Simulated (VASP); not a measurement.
Here is a VASP 6.6.1 calculation.

File INCAR:

```
PREC = Accurate
ENCUT = 520
EDIFF = 1E-7
ISMEAR = 0
SIGMA = 0.15
LREAL = F
LASPH = T
NELM = 60
ALGO = Fast
ISIF = 2
LWAVE = F
LCHARG = F
GGA = PE
NBANDS = 12
```

File KPOINTS:

```
Automatic mesh
0
Gamma
  22 22 22
```

The input POSCAR:

```
Ti
1.0
   -1.6145276289      1.6145276289      1.6952540104
    1.6145276289     -1.6145276289      1.6952540104
    1.6145276289      1.6145276289     -1.6952540104
Ti
1
Direct
    0.0000000000      0.0000000000      0.0000000000
```

Potentials or basis: VASP PAW PBE potentials, release 64 (Ti_sv).

Run with:

```sh
$ cat potpaw_PBE.64/Ti_sv/POTCAR > POTCAR
$ mpirun -np 1 vasp_std > vasp.out
```

Task: Predict the pressure.

Result: -2.6 GPa.

Task: Predict the band gap on the k mesh.

Result: Zero (band 6 reaches 8.84 eV, above the bottom of band 7 at 7.29 eV).

Stress tensor (GPa, compression positive):
```
-2.92  0.00  0.00
 0.00 -2.92  0.00
 0.00  0.00 -1.86
```
